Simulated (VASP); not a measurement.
Set up this calculation in VASP 6.6.1, as the native input.

| Quantity | Value |
| --- | --- |
| Task | single point |
| Functional | PBE |
| Potentials or basis | VASP PAW PBE potentials, release 64 (Cs_sv, H) |
| Cutoff | 520 eV |
| k mesh | 18 × 18 × 18 |
| Occupations | gaussian, width 0.1 eV |
| Spin | no spin polarisation |
| Dipole correction | no |
| Further INCAR settings | ALGO = Normal; EDIFF = 1e-06; NBANDS = 12 |

The structure of CsH2 lies in POSCAR:

```
CsH2
1.0
   -2.6461366487      2.6461366487      4.5932045498
    2.6461366487     -2.6461366487      4.5932045498
    2.6461366487      2.6461366487     -4.5932045498
Cs H
1 2
Direct
    0.0000000000      0.0000000000      0.0000000000
    0.5415622403      0.5415622403      0.0000000000
    0.4584377597      0.4584377597      0.0000000000
```

The cell was generated, and may not be a known phase.

One way to write it, as run:

INCAR

```
SYSTEM = CsH2
ALGO = Normal
EDIFF = 1E-6
ENCUT = 520
GGA = PE
ISIF = 2
ISMEAR = 0
LASPH = .True.
LCHARG = .False.
LREAL = .False.
LWAVE = .False.
NBANDS = 12
NELM = 80
PREC = Accurate
SIGMA = 0.1
```

KPOINTS

```
k-points
0
Gamma
  18 18 18
  0 0 0
```

Potentials or basis: VASP PAW PBE potentials, release 64 (Cs_sv, H).

The run is started by

```console
$ cat potpaw_PBE.64/Cs_sv/POTCAR potpaw_PBE.64/H/POTCAR > POTCAR
$ mpirun -np 1 vasp_std > vasp.out
```

It gave:

```json
{"Pressure": "0.0 GPa", "Largest force": "0.004 eV/Å", "Band gap on the k mesh": "zero (an odd number of electrons rules out a gap without spin polarisation)"}
```

Caveat: spin-orbit coupling is left out, which moves the levels of the heavy elements.

Wall time 15 min on 1 thread of Intel(R) Xeon(R) Platinum 8259CL CPU @ 2.50GHz (Skylake/Cascade Lake), with other jobs on the host, peak memory 0.87 GiB.
